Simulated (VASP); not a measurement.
The system is MnCo.

```
CELL_PARAMETERS angstrom
2.85360 0.00000 0.00000
0.00000 2.85360 0.00000
0.00000 0.00000 2.85360
ATOMIC_POSITIONS crystal
Mn 0.00000 0.00000 0.00000
Co 0.50000 0.50000 0.50000
```

Base run:

| Item | Value |
| --- | --- |
| Program | VASP 6.6.1 |
| Functional | r2SCAN |
| Potentials or basis | VASP PAW PBE potentials, release 64 (Mn_pv, Co) |
| Cutoff | 520 eV |
| k mesh | 8 × 8 × 8, shifted |
| Occupations | methfessel-paxton, width 0.05 eV |
| Spin | collinear spin, ferromagnetic start |
| Starting moments | [4.8, 3.0] μB |

Its results: pressure -1.6 GPa.

The run is repeated on the same cell with these changes: spin from collinear spin, ferromagnetic start to no spin polarisation; further incar settings from ALGO = Normal; EDIFF = 1e-07; NBANDS = 22 to ALGO = Normal; EDIFF = 1e-06; NBANDS = 18. What comes out?

Pressure -24.8 GPa.

Caveats: the PAW data sets were made with another functional, which shifts forces and pressure a little.
